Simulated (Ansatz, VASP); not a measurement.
GeSe: VASP beside Ansatz

The input INCAR:

```
SYSTEM = GeSe
ALGO     = Normal         ! electronic algorithm
EDIFF    = 1E-6           ! SCF threshold, eV
ENCUT    = 500            ! plane-wave cutoff, eV
GGA      = PE             ! functional
GGA_COMPAT= .False.      
ISIF     = 2              ! what is computed and relaxed
ISMEAR   = 0              ! smearing method
IVDW     = 12             ! dispersion correction
LASPH    = .True.         ! aspherical terms in the spheres
LCHARG   = .False.        ! write CHGCAR
LREAL    = .False.        ! projectors in reciprocal space
LWAVE    = .False.        ! write WAVECAR
NBANDS   = 50             ! bands
NELM     = 120            ! most SCF steps
PREC     = Accurate       ! precision mode
SIGMA    = 0.05           ! smearing width, eV
```

The input KPOINTS:

```
k-points
0
Gamma
  4 8 6
  0 0 0
```

Contents of POSCAR:

```
GeSe
1.0
   10.9623945655      0.0000000000      0.0000000000
    0.0000000000      3.8767405740      0.0000000000
    0.0000000000      0.0000000000      4.4288126147
Ge Se
4 4
Direct
    0.3767545140      0.7500000000      0.6141826125
    0.1232454860      0.2500000000      0.1141826125
    0.8767545140      0.7500000000      0.8858173875
    0.6232454860      0.2500000000      0.3858173875
    0.1453716177      0.7500000000      0.5021862846
    0.3546283823      0.2500000000      0.0021862846
    0.6453716177      0.7500000000      0.9978137154
    0.8546283823      0.2500000000      0.4978137154
```

Input for Ansatz:

```yaml
crystal:
  lattice:
    - [10.9623945655, 0.0, 0.0]
    - [0.0, 3.876740574, 0.0]
    - [0.0, 0.0, 4.4288126147]
  atoms:
    - { symbol: Ge, position: [0.376754514, 0.75, 0.6141826125] }
    - { symbol: Ge, position: [0.123245486, 0.25, 0.1141826125] }
    - { symbol: Ge, position: [0.876754514, 0.75, 0.8858173875] }
    - { symbol: Ge, position: [0.623245486, 0.25, 0.3858173875] }
    - { symbol: Se, position: [0.1453716177, 0.75, 0.5021862846] }
    - { symbol: Se, position: [0.3546283823, 0.25, 0.0021862846] }
    - { symbol: Se, position: [0.6453716177, 0.75, 0.9978137154] }
    - { symbol: Se, position: [0.8546283823, 0.25, 0.4978137154] }
basis:
  ecutwfc: 420
kpoints:
  mp_grid: { grid: [4, 8, 6] }
hamiltonian:
  xc: pbe
  dispersion: d3bj
scf:
  occupations: { method: gaussian, width: 0.05 }
output:
  forces: true
  stress: true
  eigenvalues: true
```

Alike in both runs: task single point; functional PBE; dispersion D3(BJ); k mesh 4 × 8 × 6; occupations gaussian, width 0.05 eV; no spin polarisation.

|  | VASP | Ansatz |
| --- | --- | --- |
| version | VASP 6.6.1 | Ansatz 0.2.0 |
| potentials or method | VASP PAW PBE potentials, release 64 (Ge_d, Se), cutoff 500 eV | scalar-relativistic, plane waves, PAW |
| valence electrons in the cell | 80 | 120 |

```csv
,VASP,Ansatz,Ansatz less VASP
gap on the k mesh at the Fermi level (eV),0.72,0.73,+0.007
least direct gap on the mesh (eV),0.93,0.93,+0.009
pressure (GPa),0.0,0.0,-0.02
rms of the force components (eV/Å),0.011,0.001,-0.0103
```

Atom by atom the forces differ by 0.010 eV/Å (rms over components). VASP's potentials hold 80 valence electrons a cell and Ansatz's 120, so a difference there can come from the potentials and not from the codes. Ansatz's warnings: dispersion switch in reach.
